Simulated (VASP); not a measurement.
# C (P6/mmm) in VASP: further runs

Runs on C. Level: PBE. Tasks: single point.

Program: VASP 6.6.1. These are calculated values, not measurements. Logs are shortened: lines on timing, memory, paths and dates and some standing lists are left out, and cuts for length are marked.

### 1 The cell of the first run

Symmetry: P6/mmm, No. 191, hexagonal system. Conventional cell: a = 1.930 Å, b = 1.930 Å, c = 1.545 Å, α = 90.00°, β = 90.00°, γ = 120.00°. C (site symmetry 6/mmm) has 8 C at 1.55 to 1.93 Å within 2.1 Å.

### 2 Single point, PBE

The input, INCAR:

```
SYSTEM = C
ALGO = Normal ; EDIFF = 1E-6
ENCUT = 520 ; GGA = PE
ISIF = 2 ; ISMEAR = -1
LASPH = .TRUE. ; LCHARG = .FALSE.
LREAL = .FALSE. ; LWAVE = .FALSE.
NBANDS = 8 ; NELM = 100
PREC = Accurate ; SIGMA = 0.08
```

The input, KPOINTS:

```
k-points
0
G
  23 23 21
  0 0 0
```

The input, POSCAR:

```
C
1.0
    1.9299834585      0.0000000000      0.0000000000
   -0.9649917292      1.6714147039      0.0000000000
    0.0000000000      0.0000000000      1.5454026275
C
1
Direct
    0.0000000000      0.0000000000      0.0000000000
```

Potentials or basis: VASP PAW PBE potentials, release 64 (C).

Launch:

```console
> cat potpaw_PBE.64/C/POTCAR > POTCAR
> mpirun -np 1 vasp_std > vasp.out
```

OUTCAR:

```text
SYSTEM = C
   EDIFF = 1E-6
   ENCUT = 520
   GGA = PE
   ISIF = 2
   ISMEAR = -1
   LASPH = .TRUE.
   LREAL = .FALSE.
   NELM = 100
   PREC = Accurate

 ion  position               nearest neighbor table
   1  0.000  0.000  0.000-

  LATTYP: Found a hexagonal cell.
 ALAT       =     1.9299834585
 C/A-ratio  =     0.8007336129

  Lattice vectors:

 A1 = (   1.9299834585,   0.0000000000,   0.0000000000)
 A2 = (  -0.9649917292,   1.6714147039,   0.0000000000)
 A3 = (   0.0000000000,   0.0000000000,   1.5454026275)

Analysis of symmetry for initial positions (statically):
=====================================================================
 Subroutine PRICEL returns:
 Original cell was already a primitive cell.

 Routine SETGRP: Setting up the symmetry group for a
 hexagonal supercell.

 Subroutine GETGRP returns: Found 24 space group operations
 (whereof 24 operations were pure point group operations)
 out of a pool of 24 trial point group operations.

The static configuration has the point symmetry D_6h.

Analysis of symmetry for dynamics (positions and initial velocities):
=====================================================================
 Subroutine PRICEL returns:
 Original cell was already a primitive cell.

 Routine SETGRP: Setting up the symmetry group for a
 hexagonal supercell.

 Subroutine GETGRP returns: Found 24 space group operations
 (whereof 24 operations were pure point group operations)
 out of a pool of 24 trial point group operations.

The dynamic configuration has the point symmetry D_6h.

 Subroutine INISYM returns: Found 24 space group operations
 (whereof 24 operations are pure point group operations),
 and found     1 'primitive' translations

----------------------------------------------------------------------------------------

                                     Primitive cell

  volume of cell :       4.9852

  direct lattice vectors                    reciprocal lattice vectors
     1.929983458  0.000000000  0.000000000     0.518139156  0.299147781  0.000000000
    -0.964991729  1.671414704  0.000000000     0.000000000  0.598295562  0.000000000
     0.000000000  0.000000000  1.545402627     0.000000000  0.000000000  0.647080562

  length of vectors
     1.929983458  1.929983458  1.545402627     0.598295562  0.598295562  0.647080562

  position of ions in fractional coordinates (direct lattice)
     0.000000000  0.000000000  0.000000000

  ion indices of the primitive-cell ions
   primitive index   ion index
                 1           1

----------------------------------------------------------------------------------------

 KPOINTS: k-points

Automatic generation of k-mesh.
 Grid dimensions read from file:
 generate k-points for:   23   23   21

 Generating k-lattice:

  Cartesian coordinates                     Fractional coordinates (reciprocal lattice)
     0.022527789  0.013006425  0.000000000     0.043478261  0.000000000  0.000000000
     0.000000000  0.026012851  0.000000000     0.000000000  0.043478261  0.000000000
     0.000000000  0.000000000  0.030813360     0.000000000  0.000000000  0.047619048

  Length of vectors
     0.026012851  0.026012851  0.030813360

  Shift w.r.t. Gamma in fractional coordinates (k-lattice)
     0.000000000  0.000000000  0.000000000

 Subroutine IBZKPT returns following result:
 ===========================================

 Found    616 irreducible k-points:

 Following reciprocal coordinates:
            Coordinates               Weight
  0.000000  0.000000  0.000000      1.000000
  0.043478  0.000000  0.000000      6.000000
  0.086957 -0.000000  0.000000      6.000000
  0.130435  0.000000  0.000000      6.000000
  0.173913  0.000000  0.000000      6.000000
  0.217391 -0.000000  0.000000      6.000000
[... 16 lines left out ...]
  0.478261  0.043478  0.000000      6.000000
  0.086957  0.086957  0.000000      6.000000
 [... further k-points ...]
   k-points           NKPTS =    616   k-points in BZ     NKDIM =    616   number of bands    NBANDS=      8
   number of dos      NEDOS =    301   number of ions     NIONS =      1
   total plane-waves  NPLWV =   2352
   dimension x,y,z NGX =    14 NGY =   14 NGZ =   12
   dimension x,y,z NGXF=    28 NGYF=   28 NGZF=   24
   ions per type =               1
   NGX,Y,Z   is equivalent  to a cutoff of  12.06, 12.06, 12.91 a.u.
   NGXF,Y,Z  is equivalent  to a cutoff of  24.12, 24.12, 25.82 a.u.
 SYSTEM =  C
   PREC   = accura    normal or accurate (medium, high low for compatibility)
   ISTART =      0    job   : 0-new  1-cont  2-samecut
   ICHARG =      2    charge: 1-file 2-atom 10-const
   ISPIN  =      1    spin polarized calculation?
   LNONCOLLINEAR =      F non collinear calculations
   LSORBIT =      F    spin-orbit coupling
   LASPH  =      T    aspherical Exc in radial PAW
   ENCUT  =  520.0 eV  38.22 Ry    6.18 a.u.   3.59  3.59  2.87*2*pi/ulx,y,z
   NELM   =    100;   NELMIN=  2; NELMDL= -5     # of ELM steps
   EDIFF  = 0.1E-05   stopping-criterion for ELM
   LREAL  =      F    real-space projection
   EDIFFG = 0.1E-04   stopping-criterion for IOM
   NSW    =      0    number of steps for IOM
   IBRION =     -1    ionic relax: 0-MD 1-quasi-New 2-CG
   NFREE  =      0    steps in history (QN), initial steepest desc. (CG)
   ISIF   =      2    stress and relaxation
   ISYM   =      2    0-nonsym 1-usesym 2-fastsym
   POTIM  = 0.5000    time-step for ionic-motion
   TEBEG  =    0.0;   TEEND  =   0.0 temperature during run
   PSTRESS=    0.0 pullay stress
   NELECT =       4.0000    total number of electrons
   NUPDOWN=      -1.0000    fix difference up-down
   EMIN   =  10.00;   EMAX   =-10.00  energy-range for DOS
   EFERMI =   0.00;   METHOD = LEGACY
   ISMEAR =    -1;   SIGMA  =   0.08  broadening in eV -4-tet -1-fermi 0-gaus
   EFERMI_NEDOS =   21; number of points for ismear=-14 and -15
   IALGO  =     38    algorithm
   IMIX   =      4    mixing-type and parameters
     AMIX     =   0.40;   BMIX     =  1.00
     AMIX_MAG =   1.60;   BMIX_MAG =  1.00
  volume/ion in A,a.u.               =       4.99        33.64
  Fermi-wavevector in a.u.,A,eV,Ry     =   1.521254  2.874753 31.486781  2.314213
  Thomas-Fermi vector in A             =   2.629994
   LORBIT       =      0    0 simple, 1 ext, 2 COOP (PROOUT), +10 PAW based schemes
   GGA     = PE    functional components
   LHFCALC =     F    Hartree Fock is set to
   AEXX    =    0.0000 exact exchange contribution
   IVDW    =     0    specifies the selected vdW correction
   LEPSILON=     F    determine dielectric tensor
   LRPA    =     F    only Hartree local field effects (RPA)
 non-spin polarized calculation
  energy-cutoff  :      520.00
  volume of cell :        4.99
 maximum number of plane-waves:       144
   NGX =  7   NGY =  7   NGZ =  5

 number of electron       3.9999999 magnetization

 Free energy of the ion-electron system (eV)
  ---------------------------------------------------
  ext. energy  EPLUGINS =         0.00000000
  ---------------------------------------------------
  free energy    TOTEN  =        -6.20413841 eV

  energy without entropy =       -6.20040298  energy(sigma->0) =       -6.20227070

 E-fermi :  12.7737     XC(G=0): -14.4515

 val. band max:       12.7456597358   @ k =   0.1739   0.1304   0.0476
 cond. band min:      12.8061976609   @ k =   0.4348   0.1304   0.0952
 fundamental gap:      0.0605379251
 Fermi energy:        12.7737393345

 k-point     1 :       0.0000    0.0000    0.0000
  band No.  band energies     occupation
      1     -11.1531      2.00000
      2      20.7974      0.00000
      3      20.7974      0.00000
      4      30.2385      0.00000
      5      41.2540      0.00000
      6      44.2035      0.00000
      7      44.2035      0.00000
      8      49.2946      0.00000

 k-point     2 :       0.0435    0.0000    0.0000
  band No.  band energies     occupation
      1     -11.0689      2.00000
      2      20.4396      0.00000
      3      20.6645      0.00000
      4      30.2823      0.00000
      5      41.4877      0.00000
      6      42.8917      0.00000
      7      44.5215      0.00000
      8      51.0564      0.00000

 k-point     3 :       0.0870   -0.0000    0.0000
  band No.  band energies     occupation
      1     -10.8164      2.00000
      2      19.4218      0.00000
      3      20.2905      0.00000
      4      30.4115      0.00000
      5      40.4500      0.00000
      6      42.5276      0.00000
      7      45.4498      0.00000
      8      54.4460      0.00000

 k-point     4 :       0.1304    0.0000    0.0000
  band No.  band energies     occupation
      1     -10.3958      2.00000
      2      17.8812      0.00000
      3      19.7375      0.00000
      4      30.6203      0.00000
      5      38.4015      0.00000
      6      43.7579      0.00000
      7      46.9229      0.00000
      8      55.2328      0.00000

 k-point     5 :       0.1739    0.0000    0.0000
  band No.  band energies     occupation
      1      -9.8077      2.00000
      2      15.9733      0.00000
      3      19.0811      0.00000
      4      30.8981      0.00000
      5      36.6138      0.00000
      6      45.3260      0.00000
      7      48.8592      0.00000
      8      55.3552      0.00000
[... 177 lines left out ...]
 k-point    22 :       0.4348    0.0435    0.0000
  band No.  band energies     occupation
      1      -1.9301      2.00000
      2       1.7767      2.00000
      3      15.3808      0.00000
      4      31.7395      0.00000
      5      32.9421      0.00000
      6      52.6450      0.00000
      7      61.8595      0.00000
      8      66.1695      0.00000

 k-point    23 :       0.4783    0.0435    0.0000
  band No.  band energies     occupation
      1      -0.1961      2.00000
      2      -0.0942      2.00000
      3      15.3095      0.00000
      4      31.6556      0.00000
      5      32.9991      0.00000
      6      52.7422      0.00000
      7      62.5830      0.00000
      8      65.9790      0.00000

 k-point    24 :       0.0870    0.0870    0.0000
  band No.  band energies     occupation
      1     -10.1438      2.00000
      2      17.3332      0.00000
      3      19.0350      0.00000
      4      30.7413      0.00000
      5      38.3649      0.00000
      6      42.9789      0.00000
      7      48.5597      0.00000
      8      55.2802      0.00000

 [... further k-points ...]
[... 5 lines left out ...]
  --------------------------------------------------------------------------------------
  -------------------------------------------------------------------------------------
  Total        1.5370017      1.5370017      1.5566740      0.0000000      0.0000000      0.0000000
  in kB      493.9755920    493.9755920    500.2980341      0.0000000      0.0000000      0.0000000
  external PRESSURE =     496.0830727 kB  Pullay stress =       0.0000000 kB

 VOLUME and BASIS-vectors are now :
 -----------------------------------------------------------------------------
  energy-cutoff  :      520.00
  volume of cell :        4.99
      direct lattice vectors                 reciprocal lattice vectors
     1.929983458  0.000000000  0.000000000     0.518139156  0.299147781  0.000000000
    -0.964991729  1.671414704  0.000000000     0.000000000  0.598295562  0.000000000
     0.000000000  0.000000000  1.545402627     0.000000000  0.000000000  0.647080562

 POSITION                                       TOTAL-FORCE (eV/Angst)
 -----------------------------------------------------------------------------------
      0.00000      0.00000      0.00000         0.000000      0.000000      0.000000
 -----------------------------------------------------------------------------------
    total drift:                               -0.000000     -0.000000      0.000000

  FREE ENERGIE OF THE ION-ELECTRON SYSTEM (eV)
  ---------------------------------------------------
  free  energy   TOTEN  =        -6.2041384098 eV

  energy  without entropy=       -6.2004029847  energy(sigma->0) =       -6.20227070
```

Run time: 24 s. Hardware: 1 thread of Intel Xeon 8259CL, shared host; peak memory 0.12 GiB.

What came out:

```yaml
Free_energy: -6.2041 eV
Pressure: 49.6 GPa
Band_gap_on_the_k_mesh: zero (band 2 reaches 21.65 eV, above the bottom of band 3 at 4.74 eV)
```

Stress tensor (GPa, compression positive):
```
49.40  0.00  0.00
 0.00 49.40  0.00
 0.00  0.00 50.03
```

### 3 Single point, PBE

The input, INCAR:

```
ALGO = Normal
EDIFF = 1E-6
ENCUT = 520
GGA = PE
ISIF = 2
ISMEAR = -1
LASPH = T
LCHARG = F
LREAL = F
LWAVE = F
NBANDS = 8
NELM = 100
PREC = Accurate
SIGMA = 0.08
```

The input, KPOINTS:

```
k-points
0
Gamma
  23 23 21
```

The input, POSCAR:

```
C
1.0
    1.9298471882      0.0000000000      0.0000000000
   -0.9649235941      1.6712966904      0.0000000000
    0.0000000000      0.0000000000      1.5454716671
C
1
Direct
    0.0000000000      0.0000000000      0.0000000000
```

Potentials or basis: VASP PAW PBE potentials, release 64 (C).

Launch:

```console
> cat potpaw_PBE.64/C/POTCAR > POTCAR
> mpirun -np 1 vasp_std > vasp.out
```

Run time: 24 s. Hardware: 1 thread of Intel Xeon 8259CL, shared host; peak memory 0.12 GiB.

The run converged. Its results:

| Item | Value |
| --- | --- |
| Free energy | -6.2040 eV |
| Pressure | 49.6 GPa |
| Band gap on the k mesh | zero (band 2 reaches 21.66 eV, above the bottom of band 3 at 4.75 eV) |

Stress tensor (GPa, compression positive):
```
49.49  0.00  0.00
 0.00 49.49  0.00
 0.00  0.00 49.93
```

Levels at points of the mesh, in eV from the Fermi level:
| k point | band 1 | band 2 | band 3 | band 4 | band 5 |
| --- | --- | --- | --- | --- | --- |
| (0.00, 0.00, 0.00) | -23.93 | 8.03 | 8.03 | 17.46 | 28.48 |
